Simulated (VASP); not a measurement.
# NiO2 (P-3m1) in VASP: notebook

NiO2 is run at these levels: PBEsol; tasks: single point.

Program: VASP 6.6.1. These are calculated values, not measurements. Logs are shortened: lines on timing, memory, paths and dates and some standing lists are left out, and cuts for length are marked.

### Step 1. The cell of the first run

The structure is trigonal, space group P-3m1 (No. 164). The conventional cell has a = 2.842 Å, b = 2.842 Å, c = 4.772 Å, α = 90.00°, β = 90.00°, γ = 120.00°. Within 2.6 Å of Ni (site symmetry -3m) lie 6 O at 2.00 Å. Within 2.6 Å of O (site symmetry 3m) lie 3 Ni at 2.00 Å.

### Step 2. Single point, PBEsol (c/a of the conventional cell at fixed volume 1.6790)

INCAR

```
PREC     = Accurate       # precision mode
ENCUT    = 520            # plane-wave cutoff, eV
EDIFF    = 1E-7           # SCF threshold, eV
ISMEAR   = 0              # smearing method
SIGMA    = 0.05           # smearing width, eV
LREAL    = False          # projectors in reciprocal space
LASPH    = True           # aspherical terms in the spheres
NELM     = 80             # most SCF steps
ALGO     = Normal         # electronic algorithm
ISIF     = 2              # what is computed and relaxed
LWAVE    = False          # write WAVECAR
LCHARG   = False          # write CHGCAR
GGA      = PS             # functional
NBANDS   = 18             # bands
```

KPOINTS

```
regular mesh
0
Gamma
  12 12 6
```

POSCAR

```
NiO2
1.0
    2.8419904474      0.0000000000      0.0000000000
   -1.4209952237      2.4612359247      0.0000000000
    0.0000000000      0.0000000000      4.7717019612
Ni O
1 2
Direct
    0.0000000000      0.0000000000      0.5000000000
    0.6666666667      0.3333333333      0.7379352920
    0.3333333333      0.6666666667      0.2620647080
```

Potentials or basis: VASP PAW PBE potentials, release 64 (Ni, O).

Launch:

```bash
$ cat potpaw_PBE.64/Ni/POTCAR potpaw_PBE.64/O/POTCAR > POTCAR
$ mpirun -np 1 vasp_std > vasp.out
```

OUTCAR:

```text
PREC = Accurate
   ENCUT = 520
   EDIFF = 1E-7
   ISMEAR = 0
   LREAL = False
   LASPH = True
   NELM = 80
   ISIF = 2
   GGA = PS

 ion  position               nearest neighbor table
   1  0.000  0.000  0.500-   2 2.00   3 2.00   3 2.00   2 2.00   2 2.00   3 2.00
   2  0.667  0.333  0.738-   1 2.00   1 2.00   1 2.00
   3  0.333  0.667  0.262-   1 2.00   1 2.00   1 2.00

  LATTYP: Found a hexagonal cell.
 ALAT       =     2.8419904474
 C/A-ratio  =     1.6790000000

  Lattice vectors:

 A1 = (   2.8419904474,   0.0000000000,   0.0000000000)
 A2 = (  -1.4209952237,   2.4612359247,   0.0000000000)
 A3 = (   0.0000000000,   0.0000000000,   4.7717019612)

Analysis of symmetry for initial positions (statically):
=====================================================================
 Subroutine PRICEL returns:
 Original cell was already a primitive cell.

 Routine SETGRP: Setting up the symmetry group for a
 hexagonal supercell.

 Subroutine GETGRP returns: Found 12 space group operations
 (whereof 12 operations were pure point group operations)
 out of a pool of 24 trial point group operations.

The static configuration has the point symmetry D_3d.

Analysis of symmetry for dynamics (positions and initial velocities):
=====================================================================
 Subroutine PRICEL returns:
 Original cell was already a primitive cell.

 Routine SETGRP: Setting up the symmetry group for a
 hexagonal supercell.

 Subroutine GETGRP returns: Found 12 space group operations
 (whereof 12 operations were pure point group operations)
 out of a pool of 24 trial point group operations.

The dynamic configuration has the point symmetry D_3d.

 Subroutine INISYM returns: Found 12 space group operations
 (whereof 12 operations are pure point group operations),
 and found     1 'primitive' translations

----------------------------------------------------------------------------------------

                                     Primitive cell

  volume of cell :      33.3771

  direct lattice vectors                    reciprocal lattice vectors
     2.841990447  0.000000000  0.000000000     0.351866067  0.203149968  0.000000000
    -1.420995224  2.461235925  0.000000000     0.000000000  0.406299937  0.000000000
     0.000000000  0.000000000  4.771701961     0.000000000  0.000000000  0.209568831

  length of vectors
     2.841990447  2.841990447  4.771701961     0.406299937  0.406299937  0.209568831

  position of ions in fractional coordinates (direct lattice)
     0.000000000  0.000000000  0.500000000
     0.666666667  0.333333333  0.737935292
     0.333333333  0.666666667  0.262064708

  ion indices of the primitive-cell ions
   primitive index   ion index
                 1           1
                 2           2
                 3           3

----------------------------------------------------------------------------------------

 KPOINTS: regular mesh

Automatic generation of k-mesh.
 Grid dimensions read from file:
 generate k-points for:   12   12    6

 Generating k-lattice:

  Cartesian coordinates                     Fractional coordinates (reciprocal lattice)
     0.029322172  0.016929164  0.000000000     0.083333333  0.000000000  0.000000000
     0.000000000  0.033858328  0.000000000     0.000000000  0.083333333  0.000000000
     0.000000000  0.000000000  0.034928138     0.000000000  0.000000000  0.166666667

  Length of vectors
     0.033858328  0.033858328  0.034928138

  Shift w.r.t. Gamma in fractional coordinates (k-lattice)
     0.000000000  0.000000000  0.000000000

 Subroutine IBZKPT returns following result:
 ===========================================

 Found    100 irreducible k-points:

 Following reciprocal coordinates:
            Coordinates               Weight
  0.000000  0.000000  0.000000      1.000000
  0.083333  0.000000  0.000000      6.000000
  0.166667  0.000000  0.000000      6.000000
  0.250000  0.000000  0.000000      6.000000
  0.333333  0.000000  0.000000      6.000000
  0.416667  0.000000  0.000000      6.000000
[... 16 lines left out ...]
  0.166667  0.000000  0.166667      6.000000
  0.000000  0.166667  0.166667      6.000000
 [... further k-points ...]
   k-points           NKPTS =    100   k-points in BZ     NKDIM =    100   number of bands    NBANDS=     18
   number of dos      NEDOS =    301   number of ions     NIONS =      3
   total plane-waves  NPLWV =  20736
   dimension x,y,z NGX =    24 NGY =   24 NGZ =   36
   dimension x,y,z NGXF=    48 NGYF=   48 NGZF=   72
   ions per type =               1   2
   NGX,Y,Z   is equivalent  to a cutoff of  14.04, 14.04, 12.54 a.u.
   NGXF,Y,Z  is equivalent  to a cutoff of  28.08, 28.08, 25.08 a.u.
 SYSTEM =  unknown system
   PREC   = accura    normal or accurate (medium, high low for compatibility)
   ISTART =      0    job   : 0-new  1-cont  2-samecut
   ICHARG =      2    charge: 1-file 2-atom 10-const
   ISPIN  =      1    spin polarized calculation?
   LNONCOLLINEAR =      F non collinear calculations
   LSORBIT =      F    spin-orbit coupling
   LASPH  =      T    aspherical Exc in radial PAW
   ENCUT  =  520.0 eV  38.22 Ry    6.18 a.u.   5.28  5.28  8.87*2*pi/ulx,y,z
   NELM   =     80;   NELMIN=  2; NELMDL= -5     # of ELM steps
   EDIFF  = 0.1E-06   stopping-criterion for ELM
   LREAL  =      F    real-space projection
   EDIFFG = 0.1E-05   stopping-criterion for IOM
   NSW    =      0    number of steps for IOM
   IBRION =     -1    ionic relax: 0-MD 1-quasi-New 2-CG
   NFREE  =      0    steps in history (QN), initial steepest desc. (CG)
   ISIF   =      2    stress and relaxation
   ISYM   =      2    0-nonsym 1-usesym 2-fastsym
   POTIM  = 0.5000    time-step for ionic-motion
   TEBEG  =    0.0;   TEEND  =   0.0 temperature during run
   PSTRESS=    0.0 pullay stress
   NELECT =      22.0000    total number of electrons
   NUPDOWN=      -1.0000    fix difference up-down
   EMIN   =  10.00;   EMAX   =-10.00  energy-range for DOS
   EFERMI =   0.00;   METHOD = LEGACY
   ISMEAR =     0;   SIGMA  =   0.05  broadening in eV -4-tet -1-fermi 0-gaus
   EFERMI_NEDOS =   21; number of points for ismear=-14 and -15
   IALGO  =     38    algorithm
   IMIX   =      4    mixing-type and parameters
     AMIX     =   0.40;   BMIX     =  1.00
     AMIX_MAG =   1.60;   BMIX_MAG =  1.00
  volume/ion in A,a.u.               =      11.13        75.08
  Fermi-wavevector in a.u.,A,eV,Ry     =   1.424730  2.692350 27.617874  2.029856
  Thomas-Fermi vector in A             =   2.545190
   LORBIT       =      0    0 simple, 1 ext, 2 COOP (PROOUT), +10 PAW based schemes
   GGA     = PS    functional components
   LHFCALC =     F    Hartree Fock is set to
   AEXX    =    0.0000 exact exchange contribution
   IVDW    =     0    specifies the selected vdW correction
   LEPSILON=     F    determine dielectric tensor
   LRPA    =     F    only Hartree local field effects (RPA)
 non-spin polarized calculation
 Gauss-broadening in eV      SIGMA  =   0.05
  energy-cutoff  :      520.00
  volume of cell :       33.38
 maximum number of plane-waves:       909
 NGX is ok and might be reduce to    24
   NGX = 11   NGY = 11   NGZ = 17

 number of electron      21.9999997 magnetization

 Free energy of the ion-electron system (eV)
  ---------------------------------------------------
  ext. energy  EPLUGINS =         0.00000000
  ---------------------------------------------------
  free energy    TOTEN  =       -17.95055998 eV

  energy without entropy =      -17.95055998  energy(sigma->0) =      -17.95055998

 E-fermi :   2.1030     XC(G=0): -10.9212

 val. band max:        1.7713602109   @ k =   0.1667   0.0000   0.3333
 cond. band min:       2.4011141160   @ k =   0.2500   0.0000   0.3333
 fundamental gap:      0.6297539050
 Fermi energy:         2.1030137892

 k-point     1 :       0.0000    0.0000    0.0000
  band No.  band energies     occupation
      1     -16.4442      2.00000
      2     -14.9410      2.00000
      3      -3.4342      2.00000
      4      -2.1331      2.00000
      5      -2.1331      2.00000
      6       0.1349      2.00000
[... 10 lines left out ...]
     17      21.3606      0.00000
     18      21.3606      0.00000

 k-point     2 :       0.0833    0.0000    0.0000
  band No.  band energies     occupation
      1     -16.3690      2.00000
      2     -14.9251      2.00000
      3      -3.3284      2.00000
      4      -2.1902      2.00000
      5      -2.0960      2.00000
      6      -0.0546      2.00000
[... 10 lines left out ...]
     17      20.3154      0.00000
     18      21.4041      0.00000

 k-point     3 :       0.1667    0.0000    0.0000
  band No.  band energies     occupation
      1     -16.1546      2.00000
      2     -14.8820      2.00000
      3      -3.0293      2.00000
      4      -2.3130      2.00000
      5      -2.0021      2.00000
      6      -0.7245      2.00000
[... 10 lines left out ...]
     17      18.5101      0.00000
     18      21.4100      0.00000

 k-point     4 :       0.2500    0.0000    0.0000
  band No.  band energies     occupation
      1     -15.8380      2.00000
      2     -14.8293      2.00000
      3      -2.6603      2.00000
      4      -2.3553      2.00000
      5      -1.9042      2.00000
      6      -1.6270      2.00000
[... 375 lines left out ...]
      4      -2.1980      2.00000
      5      -2.0865      2.00000
      6      -0.0534      2.00000
[... 10 lines left out ...]
     17      20.3745      0.00000
     18      21.3477      0.00000

 k-point    23 :       0.1667    0.0000    0.1667
  band No.  band energies     occupation
      1     -16.1157      2.00000
      2     -14.9342      2.00000
      3      -2.9605      2.00000
      4      -2.2787      2.00000
      5      -2.0120      2.00000
      6      -0.7551      2.00000
[... 10 lines left out ...]
     17      18.5336      0.00000
     18      21.4669      0.00000

 k-point    24 :       0.0000    0.1667    0.1667
  band No.  band energies     occupation
      1     -16.1126      2.00000
      2     -14.9390      2.00000
      3      -2.8985      2.00000
      4      -2.3365      2.00000
      5      -1.9879      2.00000
      6      -0.7039      2.00000
[... 10 lines left out ...]
     17      18.6441      0.00000
     18      21.3190      0.00000

 [... further k-points ...]

------------------------ aborting loop because EDIFF is reached ----------------------------------------

  FORCE on cell =-STRESS in cart. coord.  units (eV):
  Direction    XX          YY          ZZ          XY          YZ          ZX
  --------------------------------------------------------------------------------------
  -------------------------------------------------------------------------------------
  Total       -4.7020801     -4.7020801     -7.2575879      0.0000000      0.0000000      0.0000000
  in kB     -225.7103302   -225.7103302   -348.3804018      0.0000000      0.0000000      0.0000000
  external PRESSURE =    -266.6003541 kB  Pullay stress =       0.0000000 kB

 VOLUME and BASIS-vectors are now :
 -----------------------------------------------------------------------------
  energy-cutoff  :      520.00
  volume of cell :       33.38
      direct lattice vectors                 reciprocal lattice vectors
     2.841990447  0.000000000  0.000000000     0.351866067  0.203149968  0.000000000
    -1.420995224  2.461235925  0.000000000     0.000000000  0.406299937  0.000000000
     0.000000000  0.000000000  4.771701961     0.000000000  0.000000000  0.209568831

 POSITION                                       TOTAL-FORCE (eV/Angst)
 -----------------------------------------------------------------------------------
      0.00000      0.00000      2.38585        -0.000000     -0.000000      0.000000
      1.42100      0.82041      3.52121         0.000000     -0.000000     -3.163928
     -0.00000      1.64082      1.25049        -0.000000      0.000000      3.163928
 -----------------------------------------------------------------------------------
    total drift:                                0.000000     -0.000000      0.000000

  FREE ENERGIE OF THE ION-ELECTRON SYSTEM (eV)
  ---------------------------------------------------
  free  energy   TOTEN  =       -17.9505599818 eV

  energy  without entropy=      -17.9505599818  energy(sigma->0) =      -17.95055998
```

Run time: 2.1 min. Hardware: 1 thread of AMD EPYC 7R13, shared host; peak memory 0.16 GiB.

What came out:

| Item | Value |
| --- | --- |
| Free energy | -17.9506 eV |
| Pressure | -26.7 GPa |
| Largest force | 3.164 eV/Å |
| Band gap on the k mesh | 0.63 eV, indirect (least direct gap 0.67 eV) |

Forces on the atoms (eV/Å):
```
Ni   0.000  0.000  0.000
O    0.000  0.000 -3.164
O    0.000  0.000  3.164
```

Stress tensor (GPa, compression positive):
```
-22.57   0.00   0.00
  0.00 -22.57   0.00
  0.00   0.00 -34.84
```

Caveat: the PAW data sets were made with another functional, which shifts forces and pressure a little. A k mesh can miss the band edges.

### Step 3. Single point, PBEsol (c/a of the conventional cell at fixed volume 1.7504)

INCAR

```
SYSTEM = NiO2
  PREC = Accurate
  ENCUT = 520
  EDIFF = 1E-6
  ISMEAR = 0
  SIGMA = 0.05
  LREAL = .False.
  LASPH = .True.
  NELM = 60
  ALGO = Normal
  ISIF = 2
  LWAVE = .False.
  LCHARG = .False.
  GGA = PS
  NBANDS = 18
```

KPOINTS

```
Automatic mesh
0
Gamma
  12 12 6
  0 0 0
```

POSCAR

```
NiO2
1.0
    2.8028105550      0.0000000000      0.0000000000
   -1.4014052775      2.4273051426      0.0000000000
    0.0000000000      0.0000000000      4.9060395955
Ni O
1 2
Direct
    0.0000000000      0.0000000000      0.5000000000
    0.6666666667      0.3333333333      0.7379352920
    0.3333333333      0.6666666667      0.2620647080
```

Potentials or basis: VASP PAW PBE potentials, release 64 (Ni, O).

Launch:

```bash
$ cat potpaw_PBE.64/Ni/POTCAR potpaw_PBE.64/O/POTCAR > POTCAR
$ mpirun -np 1 vasp_std > vasp.out
```

Run time: 2.4 min. Hardware: 1 thread of AMD EPYC 7R13, shared host; peak memory 0.16 GiB.

Results (log left out):

```
Free energy            : -17.8604 eV
Pressure               : -25.5 GPa
Largest force          : 3.378 eV/Å
Band gap on the k mesh : 0.67 eV, indirect (least direct gap 0.71 eV)
```

Forces on the atoms (eV/Å):
```
Ni   0.000  0.000  0.000
O    0.000  0.000 -3.378
O    0.000  0.000  3.378
```

Stress tensor (GPa, compression positive):
```
-19.16   0.00   0.00
  0.00 -19.16   0.00
  0.00   0.00 -38.20
```

Levels at points of the mesh, in eV from the valence-band top:
| k point | band 8 | band 9 | band 10 | band 11 | band 12 | band 13 | band 14 | band 15 |
| --- | --- | --- | --- | --- | --- | --- | --- | --- |
| (0.00, 0.00, 0.00) | -0.81 | -0.54 | -0.36 | -0.36 | 1.68 | 1.68 | 6.55 | 10.95 |
| (0.50, 0.00, 0.00) | -1.56 | -1.55 | -1.08 | -0.54 | 1.45 | 1.67 | 10.76 | 11.79 |
| (0.00, 0.00, 0.50) | -1.62 | -0.47 | -0.42 | -0.42 | 1.74 | 1.74 | 7.89 | 9.99 |
| (0.50, 0.00, 0.50) | -1.44 | -1.42 | -1.08 | -0.58 | 1.47 | 1.55 | 10.46 | 11.32 |

Caveat: the PAW data sets were made with another functional, which shifts forces and pressure a little. A k mesh can miss the band edges.

[end of part 1 of 2]
